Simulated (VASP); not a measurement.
Ge:

```
Ge
1.0
    -2.47915    2.63307    1.42730
     2.47915   -2.63307    1.42730
     2.47915    2.63307   -1.42730
Ge
2
Cartesian
  0.0000 1.3165 0.1829
  2.4791 1.3165 1.2444
```

Base run:

```yaml
Program: VASP 6.6.1
Functional: LDA
Potentials_or_basis: VASP PAW LDA potentials, release 64 (Ge_d)
Cutoff: 520 eV
k_mesh: 11 × 11 × 11
Occupations: fermi-dirac, width 0.05 eV
Spin: no spin polarisation
```

Its results: band gap on the k mesh zero (band 14 reaches 8.58 eV, above the bottom of band 15 at 3.29 eV); pressure -2.9 GPa; largest force 0.067 eV/Å.

The run is repeated on the same cell with these changes: functional from LDA to r2SCAN; potentials or basis from VASP PAW LDA potentials, release 64 (Ge_d) to VASP PAW PBE potentials, release 64 (Ge_d). What comes out?

Band gap on the k mesh zero (band 14 reaches 8.92 eV, above the bottom of band 15 at 3.28 eV); pressure 0.0 GPa; largest force 0.086 eV/Å.

Caveats: the PAW data sets were made with another functional, which shifts forces and pressure a little (some runs).
